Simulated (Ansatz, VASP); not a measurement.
CdS in VASP and in Ansatz

File INCAR:

```
SYSTEM = CdS
  PREC = Accurate
  ENCUT = 520
  EDIFF = 1E-6
  ISMEAR = 0
  SIGMA = 0.017
  LREAL = .FALSE.
  LASPH = .TRUE.
  NELM = 100
  ALGO = Normal
  ISIF = 2
  LWAVE = .FALSE.
  LCHARG = .FALSE.
  GGA = PE
  NBANDS = 16
```

Contents of KPOINTS:

```
Automatic mesh
0
G
  8 8 8
  0 0 0
```

POSCAR

```
CdS
1.0
    0.0000000000      2.9165000000      2.9165000000
    2.9165000000      0.0000000000      2.9165000000
    2.9165000000      2.9165000000      0.0000000000
Cd S
1 1
Direct
    0.0000000000      0.0000000000      0.0000000000
    0.7500000000      0.7500000000      0.7500000000
```

input.yaml

```yaml
crystal:
  lattice:
    - [0.0, 2.9165, 2.9165]
    - [2.9165, 0.0, 2.9165]
    - [2.9165, 2.9165, 0.0]
  atoms:
    - { symbol: Cd, position: [0.0, 0.0, 0.0] }
    - { symbol: S, position: [0.75, 0.75, 0.75] }
kpoints:
  mp_grid: { grid: [8, 8, 8] }
scf:
  occupations: { method: gaussian, width: 0.017 }
hamiltonian:
  xc: pbe
  pseudopotentials: { kind: all_electron, lapw: { basis_error: 0.001 } }
output:
  forces: true
  stress: true
  eigenvalues: true
```

Alike in both runs: task single point; functional PBE; k mesh 8 × 8 × 8; occupations gaussian, width 0.017 eV; no spin polarisation.

|  | VASP | Ansatz |
| --- | --- | --- |
| version | VASP 6.6.1 | Ansatz 0.2.0 |
| potentials or method | VASP PAW PBE potentials, release 64 (Cd, S), cutoff 520 eV | all-electron LAPW, scalar-relativistic |

Ansatz gave:

| Property | Result |
| --- | --- |
| gap on the k mesh at the Fermi level (eV) | 1.15 |
| least direct gap on the mesh (eV) | 1.15 |
| pressure (GPa) | 2.9 |

**Question.** What did VASP give for the same quantities?

**Answer.** gap on the k mesh at the Fermi level (eV): 1.15; least direct gap on the mesh (eV): 1.15; pressure (GPa): 3.2.

Ansatz ran all-electron here, and VASP with PAW potentials.
